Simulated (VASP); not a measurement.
# Ge (P6_3/mmc) in VASP: single point with r2SCAN

Aim: the single point of Ge with r2SCAN.

Everything below comes from runs of VASP 6.6.1. Logs are shortened: lines on timing, memory, paths and dates and some standing lists are left out, and cuts for length are marked.

### 1 The cell of the first run

The structure is hexagonal, space group P6_3/mmc (No. 194). The conventional cell has a = 3.895 Å, b = 3.895 Å, c = 6.593 Å, α = 90.00°, β = 90.00°, γ = 120.00°. Within 3.2 Å of Ge (site symmetry 3m) lie 4 Ge at 2.41 to 2.44 Å.

This isn't the form of Ge at room conditions, which is diamond.

### 2 Single point, r2SCAN (biaxial xy strain -2.6%)

Input file POSCAR:

```
Ge
1.0
    3.8952762615      0.0000000000      0.0000000000
   -1.9476381307      3.3734081973      0.0000000000
    0.0000000000      0.0000000000      6.5928195187
Ge
4
Direct
    0.3333333333      0.6666666667      0.0021450151
    0.6666666667      0.3333333333      0.5021450151
    0.3333333333      0.6666666667      0.3728549849
    0.6666666667      0.3333333333      0.8728549849
```

Input file INCAR.step1:

```
SYSTEM = Ge
  ALGO = Normal
  EDIFF = 1E-4
  ENCUT = 520
  GGA = PE
  ISMEAR = -1
  LASPH = .True.
  LCHARG = .False.
  LREAL = .False.
  LWAVE = .True.
  NBANDS = 36
  NELM = 80
  PREC = Accurate
  SIGMA = 0.02
```

Input file INCAR.step2:

```
SYSTEM = Ge
  ALGO = Normal
  EDIFF = 1E-6
  ENCUT = 520
  ISIF = 2
  ISMEAR = -1
  ISTART = 1
  LASPH = .True.
  LCHARG = .False.
  LMIXTAU = .True.
  LREAL = .False.
  LWAVE = .False.
  METAGGA = R2SCAN
  NBANDS = 36
  NELM = 80
  PREC = Accurate
  SIGMA = 0.02
```

Input file KPOINTS:

```
k-points
0
Gamma
  12 12 4
  0 0 0
```

Potentials or basis: VASP PAW PBE potentials, release 64 (Ge_d).

Launch:

```
> cat potpaw_PBE.64/Ge_d/POTCAR > POTCAR
> cp INCAR.step1 INCAR
> mpirun -np 1 vasp_std > vasp.out
> cp INCAR.step2 INCAR
> mpirun -np 1 vasp_std > vasp.out
```

OUTCAR:

```text
SYSTEM = Ge
   EDIFF = 1E-6
   ENCUT = 520
   ISIF = 2
   ISMEAR = -1
   ISTART = 1
   LASPH = .True.
   LREAL = .False.
   METAGGA = R2SCAN
   NELM = 80
   PREC = Accurate

 ion  position               nearest neighbor table
   1  0.333  0.667  0.002-   4 2.41   4 2.41   4 2.41   3 2.44
   2  0.667  0.333  0.502-   3 2.41   3 2.41   3 2.41   4 2.44
   3  0.333  0.667  0.373-   2 2.41   2 2.41   2 2.41   1 2.44
   4  0.667  0.333  0.873-   1 2.41   1 2.41   1 2.41   2 2.44

  LATTYP: Found a hexagonal cell.
 ALAT       =     3.8952762615
 C/A-ratio  =     1.6925165447

  Lattice vectors:

 A1 = (   3.8952762615,   0.0000000000,   0.0000000000)
 A2 = (  -1.9476381307,   3.3734081973,   0.0000000000)
 A3 = (   0.0000000000,   0.0000000000,   6.5928195187)

Analysis of symmetry for initial positions (statically):
=====================================================================
 Subroutine PRICEL returns:
 Original cell was already a primitive cell.

 Routine SETGRP: Setting up the symmetry group for a
 hexagonal supercell.

 Subroutine GETGRP returns: Found 24 space group operations
 (whereof  6 operations were pure point group operations)
 out of a pool of 24 trial point group operations.

The static configuration has the point symmetry C_3v.
 The point group associated with its full space group is D_6h.

Analysis of symmetry for dynamics (positions and initial velocities):
=====================================================================
 Subroutine PRICEL returns:
 Original cell was already a primitive cell.

 Routine SETGRP: Setting up the symmetry group for a
 hexagonal supercell.

 Subroutine GETGRP returns: Found 24 space group operations
 (whereof  6 operations were pure point group operations)
 out of a pool of 24 trial point group operations.

The dynamic configuration has the point symmetry C_3v.
 The point group associated with its full space group is D_6h.

 Subroutine INISYM returns: Found 24 space group operations
 (whereof  6 operations are pure point group operations),
 and found     1 'primitive' translations

----------------------------------------------------------------------------------------

                                     Primitive cell

  volume of cell :      86.6320

  direct lattice vectors                    reciprocal lattice vectors
     3.895276261  0.000000000  0.000000000     0.256721201  0.148218054  0.000000000
    -1.947638131  3.373408197  0.000000000     0.000000000  0.296436109  0.000000000
     0.000000000  0.000000000  6.592819519     0.000000000  0.000000000  0.151680172

  length of vectors
     3.895276261  3.895276262  6.592819519     0.296436109  0.296436109  0.151680172

  position of ions in fractional coordinates (direct lattice)
     0.333333333  0.666666667  0.002145015
     0.666666667  0.333333333  0.502145015
     0.333333333  0.666666667  0.372854985
     0.666666667  0.333333333  0.872854985

  ion indices of the primitive-cell ions
   primitive index   ion index
                 1           1
                 2           2
                 3           3
                 4           4

----------------------------------------------------------------------------------------

 KPOINTS: k-points

Automatic generation of k-mesh.
 Grid dimensions read from file:
 generate k-points for:   12   12    4

 Generating k-lattice:

  Cartesian coordinates                     Fractional coordinates (reciprocal lattice)
     0.021393433  0.012351505  0.000000000     0.083333333  0.000000000  0.000000000
     0.000000000  0.024703009  0.000000000     0.000000000  0.083333333  0.000000000
     0.000000000  0.000000000  0.037920043     0.000000000  0.000000000  0.250000000

  Length of vectors
     0.024703009  0.024703009  0.037920043

  Shift w.r.t. Gamma in fractional coordinates (k-lattice)
     0.000000000  0.000000000  0.000000000

 Subroutine IBZKPT returns following result:
 ===========================================

 Found     57 irreducible k-points:

 Following reciprocal coordinates:
            Coordinates               Weight
  0.000000  0.000000  0.000000      1.000000
  0.083333  0.000000  0.000000      6.000000
  0.166667  0.000000  0.000000      6.000000
  0.250000  0.000000  0.000000      6.000000
  0.333333  0.000000  0.000000      6.000000
  0.416667  0.000000  0.000000      6.000000
[... 16 lines left out ...]
  0.250000  0.000000  0.250000     12.000000
  0.333333  0.000000  0.250000     12.000000
 [... further k-points ...]
   k-points           NKPTS =     57   k-points in BZ     NKDIM =     57   number of bands    NBANDS=     36
   number of dos      NEDOS =    301   number of ions     NIONS =      4
   total plane-waves  NPLWV =  45000
   dimension x,y,z NGX =    30 NGY =   30 NGZ =   50
   dimension x,y,z NGXF=    60 NGYF=   60 NGZF=  100
   ions per type =               4
   NGX,Y,Z   is equivalent  to a cutoff of  12.80, 12.80, 12.61 a.u.
   NGXF,Y,Z  is equivalent  to a cutoff of  25.61, 25.61, 25.22 a.u.
 SYSTEM =  Ge
   PREC   = accura    normal or accurate (medium, high low for compatibility)
   ISTART =      1    job   : 0-new  1-cont  2-samecut
   ICHARG =      0    charge: 1-file 2-atom 10-const
   ISPIN  =      1    spin polarized calculation?
   LNONCOLLINEAR =      F non collinear calculations
   LSORBIT =      F    spin-orbit coupling
   LASPH  =      T    aspherical Exc in radial PAW
   ENCUT  =  520.0 eV  38.22 Ry    6.18 a.u.   7.24  7.24 12.26*2*pi/ulx,y,z
   NELM   =     80;   NELMIN=  2; NELMDL=  0     # of ELM steps
   EDIFF  = 0.1E-05   stopping-criterion for ELM
   LREAL  =      F    real-space projection
   EDIFFG = 0.1E-04   stopping-criterion for IOM
   NSW    =      0    number of steps for IOM
   IBRION =     -1    ionic relax: 0-MD 1-quasi-New 2-CG
   NFREE  =      0    steps in history (QN), initial steepest desc. (CG)
   ISIF   =      2    stress and relaxation
   ISYM   =      2    0-nonsym 1-usesym 2-fastsym
   POTIM  = 0.5000    time-step for ionic-motion
   TEBEG  =    0.0;   TEEND  =   0.0 temperature during run
   PSTRESS=    0.0 pullay stress
   NELECT =      56.0000    total number of electrons
   NUPDOWN=      -1.0000    fix difference up-down
   EMIN   =  10.00;   EMAX   =-10.00  energy-range for DOS
   EFERMI =   0.00;   METHOD = LEGACY
   ISMEAR =    -1;   SIGMA  =   0.02  broadening in eV -4-tet -1-fermi 0-gaus
   EFERMI_NEDOS =   21; number of points for ismear=-14 and -15
   IALGO  =     38    algorithm
   IMIX   =      4    mixing-type and parameters
     AMIX     =   0.40;   BMIX     =  1.00
     AMIX_MAG =   1.60;   BMIX_MAG =  1.00
  volume/ion in A,a.u.               =      21.66       146.16
  Fermi-wavevector in a.u.,A,eV,Ry     =   1.415505  2.674916 27.261371  2.003654
  Thomas-Fermi vector in A             =   2.536936
   LORBIT       =      0    0 simple, 1 ext, 2 COOP (PROOUT), +10 PAW based schemes
   METAGGA = R2SCAN    functional components
   LHFCALC =     F    Hartree Fock is set to
   AEXX    =    0.0000 exact exchange contribution
   IVDW    =     0    specifies the selected vdW correction
   LEPSILON=     F    determine dielectric tensor
   LRPA    =     F    only Hartree local field effects (RPA)
 non-spin polarized calculation
  energy-cutoff  :      520.00
  volume of cell :       86.63
 maximum number of plane-waves:      2352
 NGX is ok and might be reduce to    30
   NGX = 15   NGY = 15   NGZ = 25

 number of electron      55.9999969 magnetization

 Free energy of the ion-electron system (eV)
  ---------------------------------------------------
  ext. energy  EPLUGINS =         0.00000000
  ---------------------------------------------------
  free energy    TOTEN  =       -55.34055265 eV

  energy without entropy =      -55.34055246  energy(sigma->0) =      -55.34055256

 E-fermi :   5.7107     XC(G=0): -11.0513

 val. band max:        5.5147677930   @ k =   0.0000   0.0000   0.0000
 cond. band min:       5.9450261442   @ k =   0.3333   0.0000   0.2500
 fundamental gap:      0.4302583513
 Fermi energy:         5.7106685981

 k-point     1 :       0.0000    0.0000    0.0000
  band No.  band energies     occupation
      1     -20.3688      2.00000
      2     -20.3688      2.00000
      3     -20.3234      2.00000
      4     -20.3234      2.00000
      5     -20.3038      2.00000
      6     -20.3019      2.00000
[... 28 lines left out ...]
     35      10.2658      0.00000
     36      12.2036      0.00000

 k-point     2 :       0.0833    0.0000    0.0000
  band No.  band energies     occupation
      1     -20.3732      2.00000
      2     -20.3701      2.00000
      3     -20.3258      2.00000
      4     -20.3229      2.00000
      5     -20.3103      2.00000
      6     -20.2968      2.00000
[... 28 lines left out ...]
     35      10.6209      0.00000
     36      12.4245      0.00000

 k-point     3 :       0.1667    0.0000    0.0000
  band No.  band energies     occupation
      1     -20.3806      2.00000
      2     -20.3728      2.00000
      3     -20.3312      2.00000
      4     -20.3227      2.00000
      5     -20.3205      2.00000
      6     -20.2842      2.00000
[... 28 lines left out ...]
     35      11.5244      0.00000
     36      11.5380      0.00000

 k-point     4 :       0.2500    0.0000    0.0000
  band No.  band energies     occupation
      1     -20.3846      2.00000
      2     -20.3748      2.00000
      3     -20.3365      2.00000
      4     -20.3347      2.00000
      5     -20.3143      2.00000
      6     -20.2748      2.00000
[... 28 lines left out ...]
     35      12.6374      0.00000
     36      12.7866      0.00000

 k-point     5 :       0.3333    0.0000    0.0000
  band No.  band energies     occupation
      1     -20.3837      2.00000
      2     -20.3755      2.00000
      3     -20.3458      2.00000
      4     -20.3402      2.00000
      5     -20.3036      2.00000
      6     -20.2697      2.00000
[... 655 lines left out ...]
 k-point    22 :       0.1667    0.0000    0.2500
  band No.  band energies     occupation
      1     -20.3734      2.00000
      2     -20.3679      2.00000
      3     -20.3394      2.00000
      4     -20.3323      2.00000
      5     -20.3155      2.00000
      6     -20.2874      2.00000
[... 28 lines left out ...]
     35      11.0696      0.00000
     36      12.3520      0.00000

 k-point    23 :       0.2500    0.0000    0.2500
  band No.  band energies     occupation
      1     -20.3763      2.00000
      2     -20.3702      2.00000
      3     -20.3436      2.00000
      4     -20.3335      2.00000
      5     -20.3183      2.00000
      6     -20.2791      2.00000
[... 28 lines left out ...]
     35      12.2039      0.00000
     36      12.3945      0.00000

 k-point    24 :       0.3333    0.0000    0.2500
  band No.  band energies     occupation
      1     -20.3747      2.00000
      2     -20.3711      2.00000
      3     -20.3465      2.00000
      4     -20.3402      2.00000
      5     -20.3104      2.00000
      6     -20.2732      2.00000
[... 28 lines left out ...]
     35      13.2886      0.00000
     36      13.5072      0.00000

 [... further k-points ...]
[... 5 lines left out ...]
  --------------------------------------------------------------------------------------
  -------------------------------------------------------------------------------------
  Total        3.0056703      3.0056703      0.8346290      0.0000000      0.0000000     -0.0000000
  in kB       55.5870428     55.5870428     15.4356786      0.0000000      0.0000000     -0.0000000
  external PRESSURE =      42.2032548 kB  Pullay stress =       0.0000000 kB

 VOLUME and BASIS-vectors are now :
 -----------------------------------------------------------------------------
  energy-cutoff  :      520.00
  volume of cell :       86.63
      direct lattice vectors                 reciprocal lattice vectors
     3.895276261  0.000000000  0.000000000     0.256721201  0.148218054  0.000000000
    -1.947638131  3.373408197  0.000000000     0.000000000  0.296436109  0.000000000
     0.000000000  0.000000000  6.592819519     0.000000000  0.000000000  0.151680172

 POSITION                                       TOTAL-FORCE (eV/Angst)
 -----------------------------------------------------------------------------------
     -0.00000      2.24894      0.01414        -0.000000      0.000000      0.007130
      1.94764      1.12447      3.31055         0.000000      0.000000      0.007130
     -0.00000      2.24894      2.45817        -0.000000     -0.000000     -0.007130
      1.94764      1.12447      5.75458         0.000000     -0.000000     -0.007130
 -----------------------------------------------------------------------------------
    total drift:                               -0.000001     -0.000002      0.001313

  FREE ENERGIE OF THE ION-ELECTRON SYSTEM (eV)
  ---------------------------------------------------
  free  energy   TOTEN  =       -55.3405526469 eV

  energy  without entropy=      -55.3405524632  energy(sigma->0) =      -55.34055256
```

Wall time 15 min (1 thread of Intel Xeon Platinum 8259CL at 2.50GHz (Skylake/Cascade Lake), shared host); peak memory 0.28 GiB.

What came out:

```yaml
Free_energy: -55.3406 eV
Pressure: 4.2 GPa
Largest_force: 0.007 eV/Å
Band_gap_on_the_k_mesh: 0.43 eV (least direct gap 0.47 eV)
```

Forces in eV/Å, atoms in the order of the input:
```
Ge   0.000  0.000  0.007
Ge   0.000  0.000  0.007
Ge   0.000  0.000 -0.007
Ge   0.000  0.000 -0.007
```

Stress tensor (GPa, compression positive):
```
5.56 0.00 0.00
0.00 5.56 0.00
0.00 0.00 1.54
```

Caveat: the cell differs from its parent crystal (biaxial xy strain -2.6%); the cell stands under pressure; semilocal functionals underestimate gaps, and a narrow one can read as zero; the PAW data sets were made with another functional, which shifts forces and pressure a little.
